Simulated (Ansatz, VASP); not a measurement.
One calculation of W, two programs

```
W
1.0
     0.00000    1.96910    2.03000
     1.96910    0.00000    2.03000
     1.96910    1.96910    0.00000
W
1
Direct
  0.00000 0.00000 0.00000
```

Change from the starting cell: strain -0.030 along x and y, +0.000 along z, atoms carried along.

Alike in both runs: task single point; functional r2SCAN; k mesh 20 × 20 × 20; occupations gaussian, width 0.15 eV; no spin polarisation.

|  | VASP | Ansatz |
| --- | --- | --- |
| version | VASP 6.6.1 | Ansatz 0.2.0 |
| potentials or method | VASP PAW PBE potentials, release 64 (W_sv), cutoff 520 eV | scalar-relativistic, plane waves, PAW |
| valence electrons in the cell | 14 | 14 |

VASP gave:

- gap on the k mesh at the Fermi level (eV): none
- pressure (GPa): 10.6
- traceless stress, the component that is largest in VASP (GPa): 7.71

Problem. What did Ansatz give for the same quantities?

Solution. gap on the k mesh at the Fermi level (eV): none; pressure (GPa): 9.3; traceless stress, the component that is largest in VASP (GPa): 7.64.

VASP's potentials were made for PBE, not for r2SCAN. A gap of «none» marks a metal or a gap that the smearing closes.

Spin-orbit coupling is off throughout.
